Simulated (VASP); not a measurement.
# Cu2SnRhS4 (I-42m) in VASP: further runs, part 2 of 2

VASP 6.6.1. Earlier steps stand in the parts before.

## Step 4: Single point, PBE

The input, INCAR:

```
ALGO     = Normal         # electronic algorithm
EDIFF    = 1E-6           # SCF threshold, eV
ENCUT    = 520            # plane-wave cutoff, eV
GGA      = PE             # functional
ISIF     = 2              # what is computed and relaxed
ISMEAR   = -5             # smearing method
LASPH    = True           # aspherical terms in the spheres
LCHARG   = False          # write CHGCAR
LREAL    = False          # projectors in reciprocal space
LWAVE    = False          # write WAVECAR
NBANDS   = 48             # bands
NELM     = 100            # most SCF steps
PREC     = Accurate       # precision mode
SIGMA    = 0.1            # smearing width, eV
```

The input, KPOINTS:

```
k-points
0
Gamma
  4 4 4
```

The input, POSCAR:

```
Cu2SnRhS4
1.0
    0.0000000000      5.3548950000      0.0000000000
    5.3548950000      0.0000000000      0.0000000000
    2.6774470000      2.6774470000     -5.3538030000
Sn Rh S Cu
1 1 4 2
Direct
    0.5000000000      0.5000000000      0.0000000000
    0.0000000000      0.0000000000      0.0000000000
    0.3753000000      0.3753000000      0.7336000000
    0.6247000000      0.1089000000      0.2664000000
    0.8911000000      0.8911000000      0.7336000000
    0.1089000000      0.6247000000      0.2664000000
    0.7500000000      0.2500000000      0.5000000000
    0.2500000000      0.7500000000      0.5000000000
```

Command:

```console
cat potpaw_PBE.64/Sn_d/POTCAR potpaw_PBE.64/Rh_pv/POTCAR potpaw_PBE.64/S/POTCAR potpaw_PBE.64/Cu/POTCAR > POTCAR
mpirun -np 1 vasp_std > vasp.out
```

Run time: 3.1 min. Hardware: 1 thread of Oxide Virtual Turin-like, shared host; peak memory 0.29 GiB.

Results (log left out):

```yaml
Free_energy: -36.6315 eV
Pressure: 4.2 GPa
Largest_force: 0.794 eV/Å
Band_gap_on_the_k_mesh: zero (an odd number of electrons rules out a gap without spin polarisation)
```

Forces in eV/Å, atoms in the order of the input:
```
Sn   0.000  0.000  0.000
Rh   0.000  0.000  0.000
S   -0.533 -0.533  0.249
S   -0.533  0.533 -0.249
S    0.533  0.533  0.249
S    0.533 -0.533 -0.249
Cu   0.000  0.000  0.000
Cu   0.000  0.000  0.000
```

Stress tensor (GPa, compression positive):
```
4.15 0.00 0.00
0.00 4.15 0.00
0.00 0.00 4.29
```

Levels at points of the mesh, in eV from the Fermi level:
```tsv
k point	band 33	band 34	band 35	band 36	band 37	band 38	band 39	band 40	band 41	band 42
(0.00, 0.00, 0.00)	-1.94	-1.64	-1.64	-0.78	0.52	0.64	0.64	0.65	2.61	3.63
(0.50, 0.00, 0.00)	-1.79	-1.76	-1.10	-0.77	-0.53	-0.35	0.15	1.60	3.12	3.40
(0.50, 0.50, 0.00)	-1.67	-1.41	-0.95	-0.28	-0.19	0.21	0.48	0.91	2.80	3.91
(0.00, 0.00, 0.50)	-1.63	-1.50	-1.07	-1.07	-0.23	-0.23	-0.13	1.88	2.54	2.54
```

Caveat: the cell stands under pressure; spin-orbit coupling is left out, which moves the levels of the heavy elements; tetrahedron occupations give inexact forces and stress in metals. With open d or f shells a metallic result of PBE can be an artefact of self-interaction; +U or a hybrid may open a gap.

## Step 5: Single point, PBE

The input, INCAR:

```
PREC     = Accurate       # precision mode
ENCUT    = 520            # plane-wave cutoff, eV
EDIFF    = 1E-7           # SCF threshold, eV
ISMEAR   = -1             # smearing method
SIGMA    = 0.1            # smearing width, eV
LREAL    = False          # projectors in reciprocal space
LASPH    = True           # aspherical terms in the spheres
NELM     = 80             # most SCF steps
ALGO     = Normal         # electronic algorithm
ISIF     = 2              # what is computed and relaxed
LWAVE    = False          # write WAVECAR
LCHARG   = False          # write CHGCAR
GGA      = PE             # functional
NBANDS   = 48             # bands
```

The input, KPOINTS:

```
Automatic mesh
0
Gamma
  6 6 6
```

POSCAR is that of step 4.

Potentials or basis: VASP PAW PBE potentials, release 64 (Sn_d, Rh_pv, S, Cu).

Command:

```console
cat potpaw_PBE.64/Sn_d/POTCAR potpaw_PBE.64/Rh_pv/POTCAR potpaw_PBE.64/S/POTCAR potpaw_PBE.64/Cu/POTCAR > POTCAR
mpirun -np 1 vasp_std > vasp.out
```

OUTCAR:

```text
PREC = Accurate
   ENCUT = 520
   EDIFF = 1E-7
   ISMEAR = -1
   LREAL = False
   LASPH = True
   NELM = 80
   ISIF = 2
   GGA = PE

 ion  position               nearest neighbor table
   1  0.500  0.500  0.000-   3 2.42   4 2.42   6 2.42   5 2.42
   2  0.000  0.000  0.000-   5 2.32   4 2.32   6 2.32   3 2.32
   3  0.375  0.375  0.734-   7 2.27   8 2.27   2 2.32   1 2.42
   4  0.625  0.109  0.266-   7 2.27   8 2.27   2 2.32   1 2.42
   5  0.891  0.891  0.734-   7 2.27   8 2.27   2 2.32   1 2.42
   6  0.109  0.625  0.266-   8 2.27   7 2.27   2 2.32   1 2.42
   7  0.750  0.250  0.500-   4 2.27   5 2.27   3 2.27   6 2.27
   8  0.250  0.750  0.500-   6 2.27   5 2.27   3 2.27   4 2.27

  LATTYP: Found a body centered tetragonal cell.
 ALAT       =     5.3548950000
 C/A-ratio  =     1.9995921489

  Lattice vectors:

 A1 = (  -2.6774470000,   2.6774480000,   5.3538030000)
 A2 = (   2.6774480000,  -2.6774470000,   5.3538030000)
 A3 = (   2.6774470000,   2.6774470000,  -5.3538030000)

Analysis of symmetry for initial positions (statically):
=====================================================================
 Subroutine PRICEL returns:
 Original cell was already a primitive cell.

 Routine SETGRP: Setting up the symmetry group for a
 body centered tetragonal supercell.

 Subroutine GETGRP returns: Found  8 space group operations
 (whereof  8 operations were pure point group operations)
 out of a pool of 16 trial point group operations.

The static configuration has the point symmetry D_2d.

Analysis of symmetry for dynamics (positions and initial velocities):
=====================================================================
 Subroutine PRICEL returns:
 Original cell was already a primitive cell.

 Routine SETGRP: Setting up the symmetry group for a
 body centered tetragonal supercell.
[... 132 lines left out ...]
   ISMEAR =    -1;   SIGMA  =   0.10  broadening in eV -4-tet -1-fermi 0-gaus
   EFERMI_NEDOS =   21; number of points for ismear=-14 and -15
   IALGO  =     38    algorithm
   IMIX   =      4    mixing-type and parameters
     AMIX     =   0.40;   BMIX     =  1.00
     AMIX_MAG =   1.60;   BMIX_MAG =  1.00
  volume/ion in A,a.u.               =      19.19       129.50
  Fermi-wavevector in a.u.,A,eV,Ry     =   1.289359  2.436535 22.618956  1.662446
  Thomas-Fermi vector in A             =   2.421257
   LORBIT       =      0    0 simple, 1 ext, 2 COOP (PROOUT), +10 PAW based schemes
   GGA     = PE    functional components
   LHFCALC =     F    Hartree Fock is set to
   AEXX    =    0.0000 exact exchange contribution
   IVDW    =     0    specifies the selected vdW correction
   LEPSILON=     F    determine dielectric tensor
   LRPA    =     F    only Hartree local field effects (RPA)
 non-spin polarized calculation
  energy-cutoff  :      520.00
  volume of cell :      153.52
 maximum number of plane-waves:      4170
   NGX = 19   NGY = 19   NGZ = 25

 number of electron      74.9999975 magnetization

 Free energy of the ion-electron system (eV)
  ---------------------------------------------------
  ext. energy  EPLUGINS =         0.00000000
  ---------------------------------------------------
  free energy    TOTEN  =       -36.71974964 eV

  energy without entropy =      -36.52864705  energy(sigma->0) =      -36.62419834

 E-fermi :   6.2257     XC(G=0): -10.2268

 val. band max:        6.2088727725   @ k =   0.1667   0.0000   0.0000
 cond. band min:       6.2287359070   @ k =   0.3333   0.0000   0.1667
 fundamental gap:      0.0198631345
 Fermi energy:         6.2257237873

 k-point     1 :       0.0000    0.0000    0.0000
  band No.  band energies     occupation
      1     -40.0209      2.00000
      2     -39.8893      2.00000
      3     -39.8893      2.00000
      4     -16.0319      2.00000
      5     -16.0222      2.00000
      6     -16.0222      2.00000
[... 1213 lines left out ...]
     47      12.3476      0.00000
     48      12.6478      0.00000

 [... further k-points ...]
[... 5 lines left out ...]
  --------------------------------------------------------------------------------------
  -------------------------------------------------------------------------------------
  Total        4.1527492      4.1527492      4.0058187      0.0000000      0.0000004      0.0000004
  in kB       43.3393087     43.3393087     41.8058989      0.0000000      0.0000039      0.0000039
  external PRESSURE =      42.8281721 kB  Pullay stress =       0.0000000 kB

 VOLUME and BASIS-vectors are now :
 -----------------------------------------------------------------------------
  energy-cutoff  :      520.00
  volume of cell :      153.52
      direct lattice vectors                 reciprocal lattice vectors
     0.000000000  5.354895000  0.000000000     0.000000000  0.186745025  0.093391540
     5.354895000  0.000000000  0.000000000     0.186745025  0.000000000  0.093391540
     2.677447000  2.677447000 -5.353803000     0.000000000  0.000000000 -0.186783115

 POSITION                                       TOTAL-FORCE (eV/Angst)
 -----------------------------------------------------------------------------------
      2.67745      2.67745      0.00000        -0.000000     -0.000000      0.000000
      0.00000      0.00000      0.00000        -0.000000     -0.000000      0.000000
      3.97387      3.97387     -3.92755        -0.491541     -0.491541      0.227401
      1.29642      4.05847     -1.42625        -0.491541      0.491541     -0.227401
      6.73592      6.73592     -3.92755         0.491541      0.491541      0.227401
      4.05847      1.29642     -1.42625         0.491541     -0.491541     -0.227401
      2.67745      5.35489     -2.67690        -0.000000     -0.000000      0.000000
      5.35489      2.67745     -2.67690        -0.000000      0.000000      0.000000
 -----------------------------------------------------------------------------------
    total drift:                                0.000023      0.000023     -0.000002

  FREE ENERGIE OF THE ION-ELECTRON SYSTEM (eV)
  ---------------------------------------------------
  free  energy   TOTEN  =       -36.7197496421 eV

  energy  without entropy=      -36.5286470467  energy(sigma->0) =      -36.62419834
```

Wall time 10 min (1 thread of Oxide Virtual Turin-like, shared host); peak memory 0.37 GiB.

What came out:

```yaml
Free_energy: -36.7197 eV
Pressure: 4.3 GPa
Largest_force: 0.731 eV/Å
Band_gap_on_the_k_mesh: zero (an odd number of electrons rules out a gap without spin polarisation)
```

Forces in eV/Å, atoms in the order of the input:
```
Sn   0.000  0.000  0.000
Rh   0.000  0.000  0.000
S   -0.492 -0.492  0.227
S   -0.492  0.492 -0.227
S    0.492  0.492  0.227
S    0.492 -0.492 -0.227
Cu   0.000  0.000  0.000
Cu   0.000  0.000  0.000
```

Stress tensor (GPa, compression positive):
```
4.33 0.00 0.00
0.00 4.33 0.00
0.00 0.00 4.18
```

Levels at points of the mesh, in eV from the Fermi level:
| k point | band 34 | band 35 | band 36 | band 37 | band 38 | band 39 | band 40 | band 41 |
| --- | --- | --- | --- | --- | --- | --- | --- | --- |
| (0.00, 0.00, 0.00) | -1.61 | -1.61 | -0.77 | 0.55 | 0.67 | 0.67 | 0.68 | 2.63 |
| (0.50, 0.00, 0.00) | -1.73 | -1.08 | -0.74 | -0.50 | -0.33 | 0.17 | 1.64 | 3.16 |
| (0.50, 0.50, 0.00) | -1.38 | -0.92 | -0.26 | -0.17 | 0.23 | 0.51 | 0.94 | 2.83 |
| (0.00, 0.00, 0.50) | -1.47 | -1.04 | -1.04 | -0.20 | -0.20 | -0.12 | 1.91 | 2.57 |

Caveat: the cell stands under pressure; spin-orbit coupling is left out, which moves the levels of the heavy elements. With open d or f shells a metallic result of PBE can be an artefact of self-interaction; +U or a hybrid may open a gap.

## Step 6: Overview

| k mesh | smearing | gap on the mesh (eV) | pressure (GPa) | largest force (eV/Å) |
| --- | --- | --- | --- | --- |
| 4 × 4 × 4 | fermi-dirac 0.1 eV | none | 4.3 | 0.75 |
| 4 × 4 × 4 | tetrahedron | none | 4.2 | 0.79 |
| 6 × 6 × 6 | fermi-dirac 0.1 eV | none | 4.3 | 0.73 |

Alike in all rows: task single point; level PBE; potentials or basis VASP PAW PBE potentials, release 64 (Sn_d, Rh_pv, S, Cu); no spin polarisation; cell as given; cutoff (eV) 520.

Caveats: the cell stands under pressure; spin-orbit coupling is left out, which moves the levels of the heavy elements; tetrahedron occupations give inexact forces and stress in metals (at least some runs).

Absolute energies hang on the potentials; compare differences alone.

The gap in the log of VASP goes by the Fermi energy; the results here count the filled bands.